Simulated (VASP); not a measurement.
# Tl (P1) in VASP: a series of runs

The runs below take Tl through single point, with LDA.

All numbers are computed with VASP 6.6.1; they aren't measurements. Logs are shortened: lines on timing, memory, paths and dates and some standing lists are left out, and cuts for length are marked.

### Step 1. The cell of the first run

The typed cell holds 4 atoms: a = 6.976 Å, b = 6.976 Å, c = 3.488 Å, α = 60.00°, β = 60.00°, γ = 60.00°.

### Step 2. Single point, LDA

The input, INCAR:

```
SYSTEM = Tl
PREC = Accurate
ENCUT = 520
EDIFF = 1E-6
ISMEAR = -1
SIGMA = 0.08
LREAL = .FALSE.
LASPH = .TRUE.
NELM = 60
ALGO = Normal
ISIF = 2
LWAVE = .FALSE.
LCHARG = .FALSE.
NBANDS = 34
```

The input, KPOINTS:

```
regular mesh
0
G
  4 4 7
  0 0 0
```

The input, POSCAR:

```
Tl
1.0
    0.0000000000      4.9326824660      4.9326824660
    4.9326824660      0.0000000000      4.9326824660
    2.4663412330      2.4663412330      0.0000000000
Tl
4
Direct
    0.0068022826     -0.0026224068      0.0002000940
   -0.0034517730      0.5043360316     -0.0102295253
    0.5007486326     -0.0048608440      0.0084903093
    0.4992258304      0.4975342558      0.0017371887
```

Potentials or basis: VASP PAW LDA potentials, release 64 (Tl_d).

Started as:

```console
cat potpaw_LDA.64/Tl_d/POTCAR > POTCAR
mpirun -np 1 vasp_std > vasp.out
```

OUTCAR:

```text
SYSTEM = Tl
   PREC = Accurate
   ENCUT = 520
   EDIFF = 1E-6
   ISMEAR = -1
   LREAL = .FALSE.
   LASPH = .TRUE.
   NELM = 60
   ISIF = 2

 ion  position               nearest neighbor table
   1  0.007  0.997  0.000-   2 3.45   3 3.45   3 3.45   4 3.46   2 3.48   2 3.49   4 3.52   3 3.52
                             3 3.52   2 3.53
   2  0.997  0.504  0.990-   3 3.44   1 3.45   4 3.47   4 3.48   1 3.48   1 3.49   4 3.50   4 3.50
                             1 3.53   3 3.54
   3  0.501  0.995  0.008-   2 3.44   1 3.45   1 3.45   4 3.47   4 3.49   4 3.49   4 3.51   1 3.52
                             1 3.52   2 3.54
   4  0.499  0.498  0.002-   1 3.46   3 3.47   2 3.47   2 3.48   3 3.49   3 3.49   2 3.50   2 3.50
                             3 3.51   1 3.52

  LATTYP: Found a base centered orthorhombic cell.
 ALAT       =     6.9758664423
 B/A-ratio  =     1.4142135624
 C/A-ratio  =     0.5000000000

  Lattice vectors:

 A1 = (  -2.4663412330,   2.4663412330,  -4.9326824660)
 A2 = (  -2.4663412330,   2.4663412330,   4.9326824660)
 A3 = (   2.4663412330,   2.4663412330,   0.0000000000)

Analysis of symmetry for initial positions (statically):
=====================================================================
 Subroutine PRICEL returns:
 Original cell was already a primitive cell.

 Routine SETGRP: Setting up the symmetry group for a
 base centered orthorhombic supercell.

 Subroutine GETGRP returns: Found  1 space group operations
 (whereof  1 operations were pure point group operations)
 out of a pool of  8 trial point group operations.

The static configuration has the point symmetry C_1 .

Analysis of symmetry for dynamics (positions and initial velocities):
=====================================================================
 Subroutine PRICEL returns:
 Original cell was already a primitive cell.

 Routine SETGRP: Setting up the symmetry group for a
 base centered orthorhombic supercell.

 Subroutine GETGRP returns: Found  1 space group operations
 (whereof  1 operations were pure point group operations)
 out of a pool of  8 trial point group operations.

The dynamic configuration has the point symmetry C_1 .

 Subroutine INISYM returns: Found  1 space group operations
 (whereof  1 operations are pure point group operations),
 and found     1 'primitive' translations

----------------------------------------------------------------------------------------

                                     Primitive cell

  volume of cell :     120.0189

  direct lattice vectors                    reciprocal lattice vectors
     0.000000000  4.932682466  4.932682466    -0.101364725  0.101364725  0.101364725
[... 115 lines left out ...]
   NSW    =      0    number of steps for IOM
   IBRION =     -1    ionic relax: 0-MD 1-quasi-New 2-CG
   NFREE  =      0    steps in history (QN), initial steepest desc. (CG)
   ISIF   =      2    stress and relaxation
   ISYM   =      2    0-nonsym 1-usesym 2-fastsym
   POTIM  = 0.5000    time-step for ionic-motion
   TEBEG  =    0.0;   TEEND  =   0.0 temperature during run
   PSTRESS=    0.0 pullay stress
   NELECT =      52.0000    total number of electrons
   NUPDOWN=      -1.0000    fix difference up-down
   EMIN   =  10.00;   EMAX   =-10.00  energy-range for DOS
   EFERMI =   0.00;   METHOD = LEGACY
   ISMEAR =    -1;   SIGMA  =   0.08  broadening in eV -4-tet -1-fermi 0-gaus
   EFERMI_NEDOS =   21; number of points for ismear=-14 and -15
   IALGO  =     38    algorithm
   IMIX   =      4    mixing-type and parameters
     AMIX     =   0.40;   BMIX     =  1.00
     AMIX_MAG =   1.60;   BMIX_MAG =  1.00
  volume/ion in A,a.u.               =      30.00       202.48
  Fermi-wavevector in a.u.,A,eV,Ry     =   1.238776  2.340947 20.879038  1.534566
  Thomas-Fermi vector in A             =   2.373287
   LORBIT       =      0    0 simple, 1 ext, 2 COOP (PROOUT), +10 PAW based schemes
   GGA     = CA    functional components
   LHFCALC =     F    Hartree Fock is set to
   AEXX    =    0.0000 exact exchange contribution
   IVDW    =     0    specifies the selected vdW correction
   LEPSILON=     F    determine dielectric tensor
   LRPA    =     F    only Hartree local field effects (RPA)
 non-spin polarized calculation
  energy-cutoff  :      520.00
  volume of cell :      120.02
 maximum number of plane-waves:      3251
 NGX is ok and might be reduce to    54
   NGX = 25   NGY = 25   NGZ = 13

 number of electron      52.0000001 magnetization

 Free energy of the ion-electron system (eV)
  ---------------------------------------------------
  ext. energy  EPLUGINS =         0.00000000
  ---------------------------------------------------
  free energy    TOTEN  =       -11.57917668 eV

  energy without entropy =      -11.53292355  energy(sigma->0) =      -11.55605011

 E-fermi :   5.7673     XC(G=0): -10.2695

 val. band max:        5.7074246884   @ k =   0.5000   0.5000   0.1429
 cond. band min:       5.7828700875   @ k =   0.5000   0.5000   0.1429
 fundamental gap:      0.0754453991
 Fermi energy:         5.7673474388

 k-point     1 :       0.0000    0.0000    0.0000
  band No.  band energies     occupation
      1      -6.0262      2.00000
      2      -5.9239      2.00000
      3      -5.8817      2.00000
      4      -5.8813      2.00000
      5      -5.7120      2.00000
      6      -5.7103      2.00000
[... 877 lines left out ...]
     33      11.4559      0.00000
     34      12.7705      0.00000

 [... further k-points ...]

------------------------ aborting loop because EDIFF is reached ----------------------------------------

  FORCE on cell =-STRESS in cart. coord.  units (eV):
  Direction    XX          YY          ZZ          XY          YZ          ZX
  --------------------------------------------------------------------------------------
  -------------------------------------------------------------------------------------
  Total       -2.6004026     -2.5941482     -2.5273688      0.5350438     -0.1265282     -0.1336952
  in kB      -34.7137635    -34.6302702    -33.7388067      7.1425029     -1.6890725     -1.7847486
  external PRESSURE =     -34.3609468 kB  Pullay stress =       0.0000000 kB

 VOLUME and BASIS-vectors are now :
 -----------------------------------------------------------------------------
  energy-cutoff  :      520.00
  volume of cell :      120.02
      direct lattice vectors                 reciprocal lattice vectors
     0.000000000  4.932682466  4.932682466    -0.101364725  0.101364725  0.101364725
     4.932682466  0.000000000  4.932682466     0.101364725 -0.101364725  0.101364725
     2.466341233  2.466341233  0.000000000     0.202729449  0.202729449 -0.202729449

 POSITION                                       TOTAL-FORCE (eV/Angst)
 -----------------------------------------------------------------------------------
      4.92024      0.03405      4.95330         0.031068     -0.037922     -0.003168
      4.92884      7.35677      7.40339        -0.019966      0.025975     -0.011224
      4.92965      2.49097      7.37874         0.019164     -0.010476      0.042473
      2.45846      2.46681      4.91670        -0.030266      0.022423     -0.028082
 -----------------------------------------------------------------------------------
    total drift:                               -0.000048     -0.000068     -0.000162

  FREE ENERGIE OF THE ION-ELECTRON SYSTEM (eV)
  ---------------------------------------------------
  free  energy   TOTEN  =       -11.5791766818 eV

  energy  without entropy=      -11.5329235460  energy(sigma->0) =      -11.55605011
```

OSZICAR:

```text
N       E                     dE             d eps       ncg     rms          rms(c)
DAV:   1     0.292886686536E+03    0.29289E+03   -0.27611E+04  3960   0.143E+03
DAV:   2    -0.462843044667E+01   -0.29752E+03   -0.29170E+03  4328   0.327E+02
DAV:   3    -0.116428430233E+02   -0.70144E+01   -0.69520E+01  4452   0.429E+01
DAV:   4    -0.116992414176E+02   -0.56398E-01   -0.56356E-01  4278   0.389E+00
DAV:   5    -0.117001340711E+02   -0.89265E-03   -0.89264E-03  4290   0.505E-01    0.380E+00
DAV:   6    -0.115991560485E+02    0.10098E+00   -0.19080E-01  4144   0.259E+00    0.271E+00
DAV:   7    -0.115807664980E+02    0.18390E-01   -0.71681E-02  4132   0.155E+00    0.103E+00
DAV:   8    -0.115791725179E+02    0.15940E-02   -0.47349E-03  4156   0.427E-01    0.558E-02
DAV:   9    -0.115791761807E+02   -0.36628E-05   -0.20158E-05  4672   0.300E-02    0.127E-02
DAV:  10    -0.115791766818E+02   -0.50105E-06   -0.23996E-06  3226   0.102E-02
   1 F= -.11579177E+02 E0= -.11556050E+02  d E =-.462531E-01
```

It took 5.8 min on 1 thread of Intel Xeon 8259CL, shared host; peak memory 0.32 GiB.

What came out:

| Property | Result |
| --- | --- |
| Free energy | -11.5792 eV |
| Pressure | -3.4 GPa |
| Largest force | 0.049 eV/Å |
| Band gap on the k mesh | zero (bands 26 and 27 overlap by 3.54 eV) |

Forces on the atoms (eV/Å):
```
Tl   0.031 -0.038 -0.003
Tl  -0.020  0.026 -0.011
Tl   0.019 -0.010  0.042
Tl  -0.030  0.022 -0.028
```

Stress tensor (GPa, compression positive):
```
-3.47  0.71 -0.18
 0.71 -3.46 -0.17
-0.18 -0.17 -3.37
```

Caveat: the cell stands under tension; spin-orbit coupling is left out, which moves the levels of the heavy elements.

### Step 3. Single point, LDA

The input, INCAR:

```
PREC = Accurate
ENCUT = 520
EDIFF = 1E-7
ISMEAR = -1
SIGMA = 0.08
LREAL = F
LASPH = T
NELM = 80
ALGO = Normal
ISIF = 2
LWAVE = F
LCHARG = F
GGA = CA
NBANDS = 34
```

The input, KPOINTS:

```
regular mesh
0
Gamma
  4 4 7
```

The input, POSCAR:

```
Tl
1.0
    0.0000000000      4.9326824660      4.9326824660
    4.9326824660      0.0000000000      4.9326824660
    2.4663412330      2.4663412330      0.0000000000
Tl
4
Direct
    0.0129741779     -0.0040737469     -0.0005362194
   -0.0048035729      0.5066260635     -0.0199029637
    0.4981180153     -0.0108223062      0.0226310939
    0.4985547959      0.4958181510      0.0020984525
```

Potentials or basis: VASP PAW LDA potentials, release 64 (Tl_d).

Started as:

```console
cat potpaw_LDA.64/Tl_d/POTCAR > POTCAR
mpirun -np 1 vasp_std > vasp.out
```

OUTCAR:

```text
PREC = Accurate
   ENCUT = 520
   EDIFF = 1E-7
   ISMEAR = -1
   LREAL = F
   LASPH = T
   NELM = 80
   ISIF = 2
   GGA = CA

 ion  position               nearest neighbor table
   1  0.013  0.996  0.999-   3 3.40   3 3.40   2 3.42   4 3.44   2 3.47   2 3.51   4 3.54   2 3.56
                             3 3.58   3 3.58
   2  0.995  0.507  0.980-   1 3.42   3 3.42   4 3.46   4 3.46   1 3.47   1 3.51   4 3.51   4 3.52
                             3 3.56   1 3.56
   3  0.498  0.989  0.023-   1 3.40   1 3.40   2 3.42   4 3.43   4 3.48   4 3.50   4 3.55   2 3.56
[... 1116 lines left out ...]
  --------------------------------------------------------------------------------------
  -------------------------------------------------------------------------------------
  Total       -2.5819851     -2.5649647     -2.4877076      0.5208011     -0.1118136     -0.1406161
  in kB      -34.4679004    -34.2406888    -33.2093542      6.9523715     -1.4926425     -1.8771377
  external PRESSURE =     -33.9726478 kB  Pullay stress =       0.0000000 kB

 VOLUME and BASIS-vectors are now :
 -----------------------------------------------------------------------------
  energy-cutoff  :      520.00
  volume of cell :      120.02
      direct lattice vectors                 reciprocal lattice vectors
     0.000000000  4.932682466  4.932682466    -0.101364725  0.101364725  0.101364725
     4.932682466  0.000000000  4.932682466     0.101364725 -0.101364725  0.101364725
     2.466341233  2.466341233  0.000000000     0.202729449  0.202729449 -0.202729449

 POSITION                                       TOTAL-FORCE (eV/Angst)
 -----------------------------------------------------------------------------------
      7.37761      2.52902      4.97659         0.070158     -0.083951     -0.043063
      4.91628      7.32624      7.40801        -0.023854      0.034469     -0.009447
      4.93512      2.51287      7.33636         0.020949     -0.007584      0.116779
      2.45089      2.46439      4.90493        -0.067253      0.057066     -0.064269
 -----------------------------------------------------------------------------------
    total drift:                               -0.000113      0.000127     -0.000235

  FREE ENERGIE OF THE ION-ELECTRON SYSTEM (eV)
  ---------------------------------------------------
  free  energy   TOTEN  =       -11.5731489412 eV

  energy  without entropy=      -11.5278976699  energy(sigma->0) =      -11.55052331
```

OSZICAR:

```text
N       E                     dE             d eps       ncg     rms          rms(c)
DAV:   1     0.292681893861E+03    0.29268E+03   -0.27623E+04  3944   0.143E+03
DAV:   2    -0.471194276584E+01   -0.29739E+03   -0.29162E+03  4352   0.327E+02
DAV:   3    -0.116383616115E+02   -0.69264E+01   -0.68696E+01  4430   0.429E+01
DAV:   4    -0.116936392362E+02   -0.55278E-01   -0.55239E-01  4302   0.387E+00
DAV:   5    -0.116945210900E+02   -0.88185E-03   -0.88183E-03  4342   0.501E-01    0.382E+00
DAV:   6    -0.115931794520E+02    0.10134E+00   -0.19145E-01  4112   0.260E+00    0.272E+00
DAV:   7    -0.115747469485E+02    0.18433E-01   -0.72281E-02  4146   0.155E+00    0.103E+00
DAV:   8    -0.115731450819E+02    0.16019E-02   -0.48633E-03  4120   0.432E-01    0.561E-02
DAV:   9    -0.115731486090E+02   -0.35271E-05   -0.22409E-05  4642   0.312E-02    0.121E-02
DAV:  10    -0.115731489497E+02   -0.34069E-06   -0.26618E-06  4156   0.107E-02    0.121E-03
DAV:  11    -0.115731489412E+02    0.85338E-08   -0.30618E-07  3348   0.312E-03
   1 F= -.11573149E+02 E0= -.11550523E+02  d E =-.452513E-01
```

Wall time 6.3 min (1 thread of Intel Xeon 8259CL, shared host); peak memory 0.32 GiB.

Results:

* Free energy: -11.5731 eV
* Pressure: -3.4 GPa
* Largest force: 0.119 eV/Å
* Band gap on the k mesh: zero (bands 26 and 27 overlap by 3.53 eV)

Forces on the atoms (eV/Å):
```
Tl   0.070 -0.084 -0.043
Tl  -0.024  0.034 -0.009
Tl   0.021 -0.008  0.117
Tl  -0.067  0.057 -0.064
```

Caveat: the cell stands under tension; spin-orbit coupling is left out, which moves the levels of the heavy elements.

The gap in the log of VASP goes by the Fermi energy; the results here count the filled bands.